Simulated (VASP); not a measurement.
# BiTe4 (I4/mmm) in VASP: a series of runs, part 3 of 3

VASP 6.6.1. Earlier steps stand in the parts before.

## Step 5: Single point, PBE

This run uses another cell than the first one, of 35.33 Å³/atom.

The input, INCAR:

```
PREC = Accurate
ENCUT = 520
EDIFF = 1E-6
ISMEAR = 0
SIGMA = 0.1
LREAL = F
LASPH = T
NELM = 60
ALGO = Normal
ISIF = 2
LWAVE = F
LCHARG = T
GGA = PE
LELF = T
LVHAR = T
NBANDS = 28
```

The input, KPOINTS:

```
regular mesh
0
Gamma
  10 10 10
```

The input, POSCAR:

```
BiTe4
1.0
   -3.0674499420      3.0674499420      4.6941642790
    3.0674499420     -3.0674499420      4.6941642790
    3.0674499420      3.0674499420     -4.6941642790
Bi Te
1 4
Direct
    0.0000000000      0.0000000000      0.0000000000
    0.3426695604      0.3426695604      0.0000000000
    0.6573304396      0.6573304396      0.0000000000
    0.5000000000      0.0000000000      0.5000000000
    0.0000000000      0.5000000000      0.5000000000
```

Potentials or basis: VASP PAW PBE potentials, release 64 (Bi_d, Te).

Command:

```console
cat potpaw_PBE.64/Bi_d/POTCAR potpaw_PBE.64/Te/POTCAR > POTCAR
mpirun -np 1 vasp_std > vasp.out
```

OUTCAR:

```text
PREC = Accurate
   ENCUT = 520
   EDIFF = 1E-6
   ISMEAR = 0
   LREAL = F
   LASPH = T
   NELM = 60
   ISIF = 2
   GGA = PE

 ion  position               nearest neighbor table
   1  0.000  0.000  0.000-   4 3.07   5 3.07   5 3.07   4 3.07   2 3.22   3 3.22
   2  0.343  0.343  0.000-   3 2.95   1 3.22   5 3.40   4 3.40   4 3.40   5 3.40
   3  0.657  0.657  0.000-   2 2.95   1 3.22   4 3.40   5 3.40   4 3.40   5 3.40
   4  0.500  0.000  0.500-   1 3.07   1 3.07   2 3.40   3 3.40   2 3.40   3 3.40
   5  0.000  0.500  0.500-   1 3.07   1 3.07   2 3.40   3 3.40   3 3.40   2 3.40

  LATTYP: Found a body centered tetragonal cell.
 ALAT       =     6.1348998840
 C/A-ratio  =     1.5303148764

  Lattice vectors:

 A1 = (  -3.0674499420,   3.0674499420,   4.6941642790)
 A2 = (   3.0674499420,  -3.0674499420,   4.6941642790)
 A3 = (   3.0674499420,   3.0674499420,  -4.6941642790)

Analysis of symmetry for initial positions (statically):
=====================================================================
 Subroutine PRICEL returns:
 Original cell was already a primitive cell.

 Routine SETGRP: Setting up the symmetry group for a
 body centered tetragonal supercell.

 Subroutine GETGRP returns: Found 16 space group operations
 (whereof 16 operations were pure point group operations)
 out of a pool of 16 trial point group operations.

The static configuration has the point symmetry D_4h.

Analysis of symmetry for dynamics (positions and initial velocities):
=====================================================================
 Subroutine PRICEL returns:
 Original cell was already a primitive cell.

 Routine SETGRP: Setting up the symmetry group for a
 body centered tetragonal supercell.

 Subroutine GETGRP returns: Found 16 space group operations
 (whereof 16 operations were pure point group operations)
 out of a pool of 16 trial point group operations.

The dynamic configuration has the point symmetry D_4h.

 Subroutine INISYM returns: Found 16 space group operations
 (whereof 16 operations are pure point group operations),
 and found     1 'primitive' translations

----------------------------------------------------------------------------------------

                                     Primitive cell

  volume of cell :     176.6742

  direct lattice vectors                    reciprocal lattice vectors
    -3.067449942  3.067449942  4.694164279     0.000000000  0.163001845  0.106515233
     3.067449942 -3.067449942  4.694164279     0.163001845  0.000000000  0.106515233
     3.067449942  3.067449942 -4.694164279     0.163001845  0.163001845  0.000000000

  length of vectors
     6.391688085  6.391688085  6.391688085     0.194717992  0.194717992  0.230519420

  position of ions in fractional coordinates (direct lattice)
     0.000000000  0.000000000  0.000000000
     0.342669560  0.342669560  0.000000000
     0.657330440  0.657330440  0.000000000
     0.500000000  0.000000000  0.500000000
     0.000000000  0.500000000  0.500000000

  ion indices of the primitive-cell ions
   primitive index   ion index
                 1           1
                 2           2
                 3           3
                 4           4
                 5           5

[... 29 lines left out ...]
  0.100000 -0.000000  0.000000      8.000000
  0.200000 -0.000000  0.000000      8.000000
  0.300000 -0.000000  0.000000      8.000000
  0.400000  0.000000  0.000000      8.000000
  0.500000 -0.000000  0.000000      4.000000
[... 16 lines left out ...]
  0.300000  0.300000  0.000000      8.000000
  0.400000  0.300000  0.000000     16.000000
 [... further k-points ...]
   k-points           NKPTS =    102   k-points in BZ     NKDIM =    102   number of bands    NBANDS=     28
   number of dos      NEDOS =    301   number of ions     NIONS =      5
   total plane-waves  NPLWV = 110592
   dimension x,y,z NGX =    48 NGY =   48 NGZ =   48
   dimension x,y,z NGXF=    96 NGYF=   96 NGZF=   96
   ions per type =               1   4
   NGX,Y,Z   is equivalent  to a cutoff of  12.48, 12.48, 12.48 a.u.
   NGXF,Y,Z  is equivalent  to a cutoff of  24.97, 24.97, 24.97 a.u.
 SYSTEM =  unknown system
   PREC   = accura    normal or accurate (medium, high low for compatibility)
   ISTART =      0    job   : 0-new  1-cont  2-samecut
   ICHARG =      2    charge: 1-file 2-atom 10-const
   ISPIN  =      1    spin polarized calculation?
   LNONCOLLINEAR =      F non collinear calculations
   LSORBIT =      F    spin-orbit coupling
   LASPH  =      T    aspherical Exc in radial PAW
   ENCUT  =  520.0 eV  38.22 Ry    6.18 a.u.  11.88 11.88 11.88*2*pi/ulx,y,z
   NELM   =     60;   NELMIN=  2; NELMDL= -5     # of ELM steps
   EDIFF  = 0.1E-05   stopping-criterion for ELM
   LREAL  =      F    real-space projection
   EDIFFG = 0.1E-04   stopping-criterion for IOM
   NSW    =      0    number of steps for IOM
   IBRION =     -1    ionic relax: 0-MD 1-quasi-New 2-CG
   NFREE  =      0    steps in history (QN), initial steepest desc. (CG)
   ISIF   =      2    stress and relaxation
   ISYM   =      2    0-nonsym 1-usesym 2-fastsym
   POTIM  = 0.5000    time-step for ionic-motion
   TEBEG  =    0.0;   TEEND  =   0.0 temperature during run
   PSTRESS=    0.0 pullay stress
   NELECT =      39.0000    total number of electrons
   NUPDOWN=      -1.0000    fix difference up-down
   EMIN   =  10.00;   EMAX   =-10.00  energy-range for DOS
   EFERMI =   0.00;   METHOD = LEGACY
   ISMEAR =     0;   SIGMA  =   0.10  broadening in eV -4-tet -1-fermi 0-gaus
   EFERMI_NEDOS =   21; number of points for ismear=-14 and -15
   IALGO  =     38    algorithm
   IMIX   =      4    mixing-type and parameters
     AMIX     =   0.40;   BMIX     =  1.00
     AMIX_MAG =   1.60;   BMIX_MAG =  1.00
  volume/ion in A,a.u.               =      35.33       238.45
  Fermi-wavevector in a.u.,A,eV,Ry     =   0.989400  1.869695 13.318914  0.978913
  Thomas-Fermi vector in A             =   2.120996
   LORBIT       =      0    0 simple, 1 ext, 2 COOP (PROOUT), +10 PAW based schemes
   GGA     = PE    functional components
   LHFCALC =     F    Hartree Fock is set to
   AEXX    =    0.0000 exact exchange contribution
   IVDW    =     0    specifies the selected vdW correction
   LEPSILON=     F    determine dielectric tensor
   LRPA    =     F    only Hartree local field effects (RPA)
 non-spin polarized calculation
 Gauss-broadening in eV      SIGMA  =   0.10
  energy-cutoff  :      520.00
  volume of cell :      176.67
 maximum number of plane-waves:      4785
   NGX = 23   NGY = 23   NGZ = 23

 number of electron      39.0000002 magnetization

 Free energy of the ion-electron system (eV)
  ---------------------------------------------------
  ext. energy  EPLUGINS =         0.00000000
  ---------------------------------------------------
  free energy    TOTEN  =       -15.46486446 eV

  energy without entropy =      -15.44738980  energy(sigma->0) =      -15.45612713

 E-fermi :   5.5906     XC(G=0):  -9.0269

 val. band max:        5.5899431423   @ k =   0.2000   0.2000   0.1000
 cond. band min:       5.5906844374   @ k =  -0.3000   0.3000   0.0000
 fundamental gap:      0.0007412951
 Fermi energy:         5.5905649999

 k-point     1 :       0.0000    0.0000    0.0000
  band No.  band energies     occupation
      1     -17.6228      2.00000
      2     -17.5929      2.00000
      3     -17.5637      2.00000
      4     -17.5533      2.00000
      5     -17.5533      2.00000
      6      -7.7326      2.00000
[... 733 lines left out ...]
     27      10.7143      0.00000
     28      11.2347      0.00000

 [... further k-points ...]

------------------------ aborting loop because EDIFF is reached ----------------------------------------

  FORCE on cell =-STRESS in cart. coord.  units (eV):
  Direction    XX          YY          ZZ          XY          YZ          ZX
  --------------------------------------------------------------------------------------
  -------------------------------------------------------------------------------------
  Total       -0.0479439     -0.0479439     -0.0801426      0.0000000     -0.0000000      0.0000000
  in kB       -0.4347812     -0.4347812     -0.7267763      0.0000000     -0.0000000      0.0000000
  external PRESSURE =      -0.5321129 kB  Pullay stress =       0.0000000 kB

 VOLUME and BASIS-vectors are now :
 -----------------------------------------------------------------------------
  energy-cutoff  :      520.00
  volume of cell :      176.67
      direct lattice vectors                 reciprocal lattice vectors
    -3.067449942  3.067449942  4.694164279     0.000000000  0.163001845  0.106515233
     3.067449942 -3.067449942  4.694164279     0.163001845  0.000000000  0.106515233
     3.067449942  3.067449942 -4.694164279     0.163001845  0.163001845  0.000000000

 POSITION                                       TOTAL-FORCE (eV/Angst)
 -----------------------------------------------------------------------------------
      0.00000      0.00000      0.00000         0.000000      0.000000     -0.000000
      0.00000      0.00000      3.21709         0.000000      0.000000      0.013298
      0.00000      0.00000      6.17123        -0.000000     -0.000000     -0.013298
      0.00000      3.06745      0.00000         0.000000      0.000000     -0.000000
      3.06745      0.00000      0.00000         0.000000      0.000000      0.000000
 -----------------------------------------------------------------------------------
    total drift:                               -0.000000     -0.000000      0.000000

  FREE ENERGIE OF THE ION-ELECTRON SYSTEM (eV)
  ---------------------------------------------------
  free  energy   TOTEN  =       -15.4648644610 eV

  energy  without entropy=      -15.4473897966  energy(sigma->0) =      -15.45612713
```

OSZICAR:

```text
N       E                     dE             d eps       ncg     rms          rms(c)
DAV:   1     0.280610241290E+03    0.28061E+03   -0.15859E+04  5712   0.120E+03
DAV:   2     0.958124069295E+01   -0.27103E+03   -0.26367E+03  6692   0.276E+02
DAV:   3    -0.146638338480E+02   -0.24245E+02   -0.23865E+02  7264   0.919E+01
DAV:   4    -0.154867159312E+02   -0.82288E+00   -0.81954E+00  7128   0.189E+01
DAV:   5    -0.155175039624E+02   -0.30788E-01   -0.30785E-01  8124   0.353E+00    0.103E+01
DAV:   6    -0.154585982260E+02    0.58906E-01   -0.17264E-01  6996   0.254E+00    0.653E+00
DAV:   7    -0.154650617648E+02   -0.64635E-02   -0.55681E-02  6804   0.104E+00    0.845E-01
DAV:   8    -0.154647491180E+02    0.31265E-03   -0.58853E-03  6652   0.510E-01    0.141E-01
DAV:   9    -0.154648570609E+02   -0.10794E-03   -0.77464E-04  6304   0.150E-01    0.591E-02
DAV:  10    -0.154648651402E+02   -0.80792E-05   -0.61187E-05  7688   0.372E-02    0.375E-02
DAV:  11    -0.154648644610E+02    0.67919E-06   -0.93556E-06  7128   0.172E-02
   1 F= -.15464864E+02 E0= -.15456127E+02  d E =-.174747E-01
```

stdout:

```text
POSCAR found type information on POSCAR BiTe
 POSCAR found :  2 types and       5 ions
 scaLAPACK will be used
 LDA part: xc-table for (Slater+PW92), standard interpolation
 POSCAR, INCAR and KPOINTS ok, starting setup
 FFT: planning ... GRIDC
 FFT: planning ... GRID_SOFT
 FFT: planning ... GRID
 WAVECAR not read
 entering main loop
```

It took 3.9 min on 1 thread of Intel Xeon 6975P-C (Granite Rapids), shared host; peak memory 0.62 GiB.

What came out:

```
Free energy            : -15.4649 eV
Pressure               : -0.1 GPa
Largest force          : 0.013 eV/Å
Band gap on the k mesh : zero (an odd number of electrons rules out a gap without spin polarisation)
```

Forces in eV/Å, atoms in the order of the input:
```
Bi   0.000  0.000  0.000
Te   0.000  0.000  0.013
Te   0.000  0.000 -0.013
Te   0.000  0.000  0.000
Te   0.000  0.000  0.000
```

Caveat: spin-orbit coupling is left out, which moves the levels of the heavy elements; an odd number of electrons without spin polarisation forces a metal; a magnetic or distorted state may lie lower.

## Step 6: Summary

| task | cell | k mesh | cutoff (eV) | gap on the mesh (eV) | pressure (GPa) | largest force (eV/Å) |
| --- | --- | --- | --- | --- | --- | --- |
| single point | a = 6.511 Å, angles 129.9, 129.9, 73.6°, 5 atoms, atomic positions A | 4 × 4 × 4 | 520 | none | 15.0 | 4.70 |
| single point | a = 6.384 Å, angles 122.6, 122.6, 85.5°, 5 atoms, atomic positions B | 4 × 4 × 4 | 520 | none | 0.1 | 0.01 |
| relaxation of cell and atoms | relaxed from a = 6.511 Å, angles 129.9, 129.9, 73.6°, 5 atoms, atomic positions A | 4 × 4 × 4 | 600 | none | 0.0 | 0.02 |
| single point | a = 6.392 Å, angles 122.6, 122.6, 85.5°, 5 atoms, atomic positions C | 10 × 10 × 10 | 520 | none | -0.1 | 0.01 |

Alike in all rows: level PBE; potentials or basis VASP PAW PBE potentials, release 64 (Bi_d, Te); no spin polarisation; smearing gaussian 0.1 eV.

Caveats: spin-orbit coupling is left out, which moves the levels of the heavy elements; an odd number of electrons without spin polarisation forces a metal; a magnetic or distorted state may lie lower; the stress differs along the axes, from 13 to 20 GPa (at least some runs).

Absolute energies hang on the potentials; compare differences alone.

The gap in the log of VASP goes by the Fermi energy; the results here count the filled bands.